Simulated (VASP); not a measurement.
Cu3Sn2:

```
CELL_PARAMETERS angstrom
3.57372 2.06329 2.84710
-3.57372 2.06329 2.84710
0.00000 -4.12658 2.84710
ATOMIC_POSITIONS crystal
Cu 0.00000 0.50000 0.00000
Cu 0.00000 0.00000 0.50000
Cu 0.50000 0.00000 0.00000
Sn 0.81876 0.81876 0.81876
Sn 0.18124 0.18124 0.18124
```

The cell was generated, and may not be a known phase.

| Quantity | Value |
| --- | --- |
| Program | VASP 6.6.1 |
| Task | relaxation of cell and atoms |
| Functional | PBE |
| Potentials or basis | VASP PAW PBE potentials, release 64 (Cu, Sn_d) |
| Cutoff | 600 eV |
| k mesh | 3 × 3 × 3 |
| Occupations | gaussian, width 0.1 eV |
| Spin | no spin polarisation |

At the start: pressure 37.1 GPa; volume 25.19 Å³/atom.

Problem. How do energy, volume and symmetry change on relaxing?

Solution. Over 38 steps the energy falls by 1700.3 meV/atom and the volume is 24.09 Å³/atom (-4.4 %); space group R-3m (No. 166, to 0.1 Å) before and after.

The path:
```csv
step,energy change (eV),largest force (eV/Å),pressure (GPa),volume (Å³)
1,0.0000,1.2048,37.14,125.96
2,-4.9593,0.7702,-4.96,254.21
3,-6.9650,0.3800,-1.07,184.73
4,-6.9649,0.3662,-0.85,183.45
5,-7.0618,0.1199,-0.64,178.58
6,-7.1304,0.4524,-0.17,171.99
7,-7.1318,0.5934,-0.05,170.80
8,-7.1742,0.6190,-0.28,168.54
9,-7.3099,0.7529,-1.04,161.55
10,-7.7416,1.3489,-2.93,146.72
11,-5.3320,8.3626,11.86,113.55
12,-7.3166,3.4711,-0.82,144.50
13,-7.7861,4.0468,-0.56,129.54
14,-7.6082,2.9111,2.13,121.67
15,-7.7802,3.8384,0.41,125.64
16,-7.7433,3.5880,0.96,124.14
17,-7.7458,3.5119,1.01,124.03
18,-7.7507,3.2770,1.06,123.69
19,-7.7471,2.7758,1.25,123.01
20,-7.7512,3.1177,1.10,123.46
21,-7.7573,3.0949,1.11,123.48
22,-7.7755,3.0278,1.00,123.52
23,-7.8109,2.8962,0.85,123.62
24,-7.8776,2.6443,0.58,123.80
25,-7.9957,2.1825,0.09,124.16
26,-8.1780,1.4192,-0.78,124.84
27,-8.3868,0.4272,-2.03,126.11
28,-8.3974,0.5844,-2.44,128.21
29,-8.4390,0.3262,-2.52,127.42
30,-8.4410,0.1710,-2.41,127.06
31,-8.4415,0.2049,-2.49,127.14
32,-8.4591,0.1679,-2.13,126.08
33,-8.4931,0.0510,-0.98,122.93
34,-8.4635,0.2219,1.89,116.77
35,-8.4987,0.0167,-0.30,121.25
36,-8.4987,0.0232,-0.22,121.10
37,-8.4998,0.0166,-0.20,120.93
38,-8.5015,0.0011,-0.09,120.47
```

Final structure:
```yaml
crystal:
  lattice:
    - [4.31716, 2.49251, 1.86598]
    - [-4.31716, 2.49251, 1.86598]
    - [0.00000, -4.98502, 1.86598]
  atoms:
    - { symbol: Cu, position: [0.00000, 0.50000, 0.00000] }
    - { symbol: Cu, position: [0.00000, 0.00000, 0.50000] }
    - { symbol: Cu, position: [0.50000, 0.00000, 0.00000] }
    - { symbol: Sn, position: [0.74882, 0.74882, 0.74882] }
    - { symbol: Sn, position: [0.25118, 0.25118, 0.25118] }
```

Caveat: the k points lie up to 0.47 Å⁻¹ apart in the final cell, too coarse for converged energies and pressures of a metal.
